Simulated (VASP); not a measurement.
Runs of VASP 6.6.1 on Ru. The structure is that of space group P6_3/mmc (No. 194), or close to it. The cells are those of the table. 

| cell | further INCAR settings | gap on the mesh (eV) | pressure (GPa) |
| --- | --- | --- | --- |
| a = 2.625, b = 2.625, c = 4.218 Å, angles 90.0, 90.0, 120.0°, 2 atoms | ALGO = Fast; EDIFF = 1e-06; NBANDS = 21 | none | (a) |
| a = 2.625, b = 2.625, c = 4.410 Å, angles 90.0, 90.0, 120.0°, 2 atoms | ALGO = Fast; EDIFF = 1e-06; NBANDS = 21 | none | 5.2 |
| a = 2.706, b = 2.706, c = 4.153 Å, angles 90.0, 90.0, 120.0°, 2 atoms | ALGO = Fast; EDIFF = 1e-07; NBANDS = 21 | none | 4.9 |
| a = 2.625, b = 2.625, c = 4.153 Å, angles 90.0, 90.0, 120.0°, 2 atoms | ALGO = Fast; EDIFF = 1e-06; NBANDS = 21 | none | (b) |
| a = 2.706, b = 2.706, c = 4.410 Å, angles 90.0, 90.0, 120.0°, 2 atoms | ALGO = Fast; EDIFF = 1e-06; NBANDS = 21 | none | -15.0 |
| a = 2.665, b = 2.665, c = 4.153 Å, angles 90.0, 90.0, 120.0°, 2 atoms | ALGO = Fast; EDIFF = 1e-07; NBANDS = 21 | none | 16.4 |
| a = 2.787, b = 2.787, c = 4.153 Å, angles 90.0, 90.0, 120.0°, 2 atoms | ALGO = Fast; EDIFF = 1e-06; NBANDS = 21 | none | -12.9 |
| a = 2.625, b = 2.625, c = 4.346 Å, angles 90.0, 90.0, 120.0°, 2 atoms | ALGO = Fast; EDIFF = 1e-07; NBANDS = 21 | none | 10.3 |
| a = 2.625, b = 2.625, c = 4.282 Å, angles 90.0, 90.0, 120.0°, 2 atoms | ALGO = Fast; EDIFF = 1e-06; NBANDS = 21 | none | 16.1 |

Alike in all rows: task single point; level PBEsol; potentials or basis VASP PAW PBE potentials, release 64 (Ru_pv); no spin polarisation; k mesh 21 × 21 × 12; cutoff (eV) 520; smearing gaussian 0.15 eV.

Question: Fill in the values left out.

Answer: (a) 22.7; (b) 30.0.

Caveats: the PAW data sets were made with another functional, which shifts forces and pressure a little; the stress differs along the axes, from 17 to 26 GPa (at least some runs); the stress differs along the axes, from -16 to 16 GPa (at least some runs); the stress differs along the axes, from 0 to 14 GPa (at least some runs); the cell stands under pressure (at least some runs); the stress differs along the axes, from -24 to -10 GPa (at least some runs); the stress differs along the axes, from 14 to 22 GPa (at least some runs).

A k mesh can miss the band edges, and the runs leave out spin-orbit coupling on Ru.

A gap of «none» marks levels without a gap at the run's occupations.
